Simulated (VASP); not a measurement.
# LiF (Fm-3m) in VASP: notebook, part 5 of 5

VASP 6.6.1. Earlier steps stand in the parts before.

### Step 7. Vibrations by perturbation theory, LDA

This run uses another cell than the first one, of 7.47 Å³/atom.

INCAR reads:

```
SYSTEM = LiF
ALGO = Normal
EDIFF = 1E-8
ENCUT = 520
IBRION = 8
ISIF = 2
ISMEAR = 0
LASPH = .TRUE.
LCHARG = .FALSE.
LREAL = .FALSE.
LWAVE = .FALSE.
NBANDS = 12
NELM = 80
NSW = 1
PREC = Accurate
SIGMA = 0.01
```

KPOINTS reads:

```
k-points
0
G
  10 10 10
  0 0 0
```

POSCAR reads:

```
LiF
1.0
    0.0000000000      1.9544626758      1.9544626758
    1.9544626758      0.0000000000      1.9544626758
    1.9544626758      1.9544626758      0.0000000000
Li F
1 1
Direct
    0.0000000000      0.0000000000      0.0000000000
    0.5000000000      0.5000000000      0.5000000000
```

Potentials or basis: VASP PAW LDA potentials, release 64 (Li_sv, F).

Started as:

```sh
$ cat potpaw_LDA.64/Li_sv/POTCAR potpaw_LDA.64/F/POTCAR > POTCAR
$ mpirun -np 1 vasp_std > vasp.out
```

OUTCAR:

```text
SYSTEM = LiF
   EDIFF = 1E-8
   ENCUT = 520
   IBRION = 8
   ISIF = 2
   ISMEAR = 0
   LASPH = .TRUE.
   LREAL = .FALSE.
   NELM = 80
   NSW = 1
   PREC = Accurate

 ion  position               nearest neighbor table
   1  0.000  0.000  0.000-   2 1.95   2 1.95   2 1.95   2 1.95   2 1.95   2 1.95
   2  0.500  0.500  0.500-   1 1.95   1 1.95   1 1.95   1 1.95   1 1.95   1 1.95

  LATTYP: Found a face centered cubic cell.
 ALAT       =     3.9089253516

  Lattice vectors:

 A1 = (   0.0000000000,   1.9544626758,   1.9544626758)
 A2 = (   1.9544626758,   0.0000000000,   1.9544626758)
 A3 = (   1.9544626758,   1.9544626758,   0.0000000000)

Analysis of symmetry for initial positions (statically):
=====================================================================
 Subroutine PRICEL returns:
 Original cell was already a primitive cell.

 Routine SETGRP: Setting up the symmetry group for a
 face centered cubic supercell.

 Subroutine GETGRP returns: Found 48 space group operations
 (whereof 48 operations were pure point group operations)
 out of a pool of 48 trial point group operations.

The static configuration has the point symmetry O_h .

Analysis of symmetry for dynamics (positions and initial velocities):
=====================================================================
 Subroutine PRICEL returns:
 Original cell was already a primitive cell.

 Routine SETGRP: Setting up the symmetry group for a
 face centered cubic supercell.

 Subroutine GETGRP returns: Found 48 space group operations
 (whereof 48 operations were pure point group operations)
 out of a pool of 48 trial point group operations.

The dynamic configuration has the point symmetry O_h .

 Subroutine INISYM returns: Found 48 space group operations
 (whereof 48 operations are pure point group operations),
 and found     1 'primitive' translations

----------------------------------------------------------------------------------------

                                     Primitive cell

  volume of cell :      14.9318

  direct lattice vectors                    reciprocal lattice vectors
     0.000000000  1.954462676  1.954462676    -0.255824788  0.255824788  0.255824788
     1.954462676  0.000000000  1.954462676     0.255824788 -0.255824788  0.255824788
     1.954462676  1.954462676  0.000000000     0.255824788  0.255824788 -0.255824788

  length of vectors
     2.764027623  2.764027623  2.764027623     0.443101531  0.443101531  0.443101531

  position of ions in fractional coordinates (direct lattice)
     0.000000000  0.000000000  0.000000000
     0.500000000  0.500000000  0.500000000

  ion indices of the primitive-cell ions
   primitive index   ion index
                 1           1
                 2           2

[... 141 lines left out ...]
     11      24.0843      0.00000
     12      24.0843      0.00000
[... 331 lines left out ...]
 k-point    24 :       0.4000    0.3000    0.0000
  band No.  band energies     occupation
      1     -40.2000      2.00000
      2     -19.8865      2.00000
      3      -3.3982      2.00000
      4      -1.7389      2.00000
      5      -1.6072      2.00000
      6      12.8938      0.00000
      7      16.1829      0.00000
      8      18.4129      0.00000
      9      19.9672      0.00000
     10      21.0625      0.00000
     11      35.0003      0.00000
     12      35.4327      0.00000

 [... further k-points ...]

------------------------ aborting loop because EDIFF is reached ----------------------------------------

  FORCE on cell =-STRESS in cart. coord.  units (eV):
  Direction    XX          YY          ZZ          XY          YZ          ZX
  --------------------------------------------------------------------------------------
  -------------------------------------------------------------------------------------
  Total       -0.0226044     -0.0226044     -0.0226044      0.0000000     -0.0000000     -0.0000000
  in kB       -2.4254400     -2.4254400     -2.4254400      0.0000000     -0.0000000     -0.0000000
  external PRESSURE =      -2.4254400 kB  Pullay stress =       0.0000000 kB

 VOLUME and BASIS-vectors are now :
 -----------------------------------------------------------------------------
  energy-cutoff  :      520.00
  volume of cell :       14.93
      direct lattice vectors                 reciprocal lattice vectors
     0.000000000  1.954462676  1.954462676    -0.255824788  0.255824788  0.255824788
     1.954462676  0.000000000  1.954462676     0.255824788 -0.255824788  0.255824788
     1.954462676  1.954462676  0.000000000     0.255824788  0.255824788 -0.255824788

 POSITION                                       TOTAL-FORCE (eV/Angst)
 -----------------------------------------------------------------------------------
      0.00000      0.00000      0.00000         0.000000      0.000000     -0.000000
      1.95446      1.95446      1.95446         0.000000      0.000000      0.000000
 -----------------------------------------------------------------------------------
    total drift:                               -0.000000     -0.000000      0.000000

  FREE ENERGIE OF THE ION-ELECTRON SYSTEM (eV)
  ---------------------------------------------------
  free  energy   TOTEN  =       -10.5002596931 eV

  energy  without entropy=      -10.5002596931  energy(sigma->0) =      -10.50025969

[... ionic steps 2 to 3 ...]

--------------------------------------- Ionic step        4  -------------------------------------------

------------------------ aborting loop because EDIFF is reached ----------------------------------------

[... ionic steps 5 to 6 ...]

--------------------------------------- Ionic step        7  -------------------------------------------

 Free energy of the ion-electron system (eV)
  ---------------------------------------------------
  ---------------------------------------------------
  free energy    TOTEN  =        -0.50949489 eV

  energy without entropy =       -0.50949489

------------------------ aborting loop because EDIFF is reached ----------------------------------------

 INTERNAL STRAIN TENSOR  FOR ION    2  DIRECTION 1   (eV/Angst):
 -----------------------------------------------------------------------------
     0.00669 -0.00000  0.00000
     0.00000  0.00543 -0.00000
     0.00000 -0.00000  0.00543

 INTERNAL STRAIN TENSOR FOR ION    2 for displacements in x,y,z  (eV/Angst):
          X           Y           Z          XY          YZ          ZX
  --------------------------------------------------------------------------------
  x     0.00000     0.00000     0.00000     0.00000     0.00000     0.00000
  y     0.00000     0.00000     0.00000     0.00000     0.00000     0.00000
  z     0.00000     0.00000     0.00000     0.00000     0.00000     0.00000

 SECOND DERIVATIVES (NOT SYMMETRIZED)
 ------------------------------------
               1X          1Y          1Z          2X          2Y          2Z
  1X    -2.226627    0.000000    0.000000    2.226627    0.000000    0.000000
  1Y     0.000000   -2.226627    0.000000    0.000000    2.226627    0.000000
  1Z     0.000000    0.000000   -2.226627    0.000000    0.000000    2.226627
  2X     2.238026    0.000000    0.000000   -2.238026    0.000000    0.000000
  2Y     0.000000    2.238026    0.000000    0.000000   -2.238026    0.000000
  2Z     0.000000    0.000000    2.238026    0.000000    0.000000   -2.238026

 Eigenvectors and eigenvalues of the dynamical matrix
 ----------------------------------------------------

   1 f  =   10.316079 THz    64.817838 2PiTHz  344.107365 cm-1    42.663857 meV
             X         Y         Z           dx          dy          dz
      0.000000  0.000000  0.000000    -0.854085    0.000000    0.000000
      1.954463  1.954463  1.954463     0.520134    0.000000    0.000000
[... 21 lines left out ...]
   6 f/i=    0.011700 THz     0.073515 2PiTHz    0.390281 cm-1     0.048389 meV
             X         Y         Z           dx          dy          dz
      0.000000  0.000000  0.000000     0.000000    0.000000   -0.520134
      1.954463  1.954463  1.954463     0.000000    0.000000   -0.854085

--------------------------------------------------------------------------------------------------------

 ELASTIC MODULI CONTR FROM IONIC RELAXATION (kBar)
 Direction    XX          YY          ZZ          XY          YZ          ZX
 --------------------------------------------------------------------------------
 XX           0.0000      0.0000      0.0000      0.0000      0.0000      0.0000
 YY           0.0000      0.0000      0.0000      0.0000      0.0000      0.0000
 ZZ           0.0000      0.0000      0.0000      0.0000      0.0000      0.0000
 XY           0.0000      0.0000      0.0000      0.0000      0.0000      0.0000
 YZ           0.0000      0.0000      0.0000      0.0000      0.0000      0.0000
 ZX           0.0000      0.0000      0.0000      0.0000      0.0000      0.0000
 --------------------------------------------------------------------------------
```

OSZICAR:

```text
N       E                     dE             d eps       ncg     rms          rms(c)
DAV:   1     0.312421950748E+02    0.31242E+02   -0.54191E+03  1160   0.852E+02
[... 48 lines left out ...]
RMM:   7    -0.509497221711E+00    0.10400E-04   -0.38991E-07  5132   0.373E-03    0.109E-04
RMM:   8    -0.509496406240E+00    0.81547E-06   -0.58718E-08  5307   0.134E-03    0.422E-05
RMM:   9    -0.509495261522E+00    0.11447E-05   -0.13181E-08  5265   0.509E-04    0.980E-06
RMM:  10    -0.509494908805E+00    0.35272E-06   -0.38696E-08  5407   0.193E-04    0.154E-06
RMM:  11    -0.509494928661E+00   -0.19857E-07    0.35601E-08  5435   0.748E-05    0.139E-06
RMM:  12    -0.509494891873E+00    0.36788E-07   -0.32150E-08  5318   0.308E-05    0.141E-07
RMM:  13    -0.509494894834E+00   -0.29607E-08   -0.41308E-08  4806   0.129E-05    0.290E-07
 Linear response finished
```

stdout:

```text
POSCAR found type information on POSCAR LiF
 POSCAR found :  2 types and       2 ions
 scaLAPACK will be used
 LDA part: xc-table for (Slater(with rela. corr.)+CA(PZ))
 , standard interpolation
 POSCAR, INCAR and KPOINTS ok, starting setup
 FFT: planning ... GRIDC
 FFT: planning ... GRID_SOFT
 FFT: planning ... GRID
 WAVECAR not read
 entering main loop
 Linear response reoptimize wavefunctions to high precision
 Linear response DOF=           2
 Linear response progress:
 first order change of Fermi-energy   0.23704E-04
 force on displaced ion       1 direction 1 :  -2.227   0.000   0.000
 Linear response progress:
 first order change of Fermi-energy  -0.14069E-03
 force on displaced ion       2 direction 1 :  -2.238   0.000   0.000
 Linear response finished
```

Run time: 40 s. Hardware: 1 thread of Intel Xeon 6975P-C (Granite Rapids), shared host; peak memory 0.16 GiB.

What came out:

```
Highest phonon frequency at Γ, LO-TO splitting left out : 344 cm⁻¹
```

Phonon frequencies in cm⁻¹ (negative: imaginary):
| q point | frequencies |
| --- | --- |
| (0.000, 0.000, 0.000) | 0 0 0 344 344 344 |

Caveat: the cutoff is under 1.25 times the usual one of these potentials, so pressure, stress and relaxed cells hold a basis-set (Pulay) error.
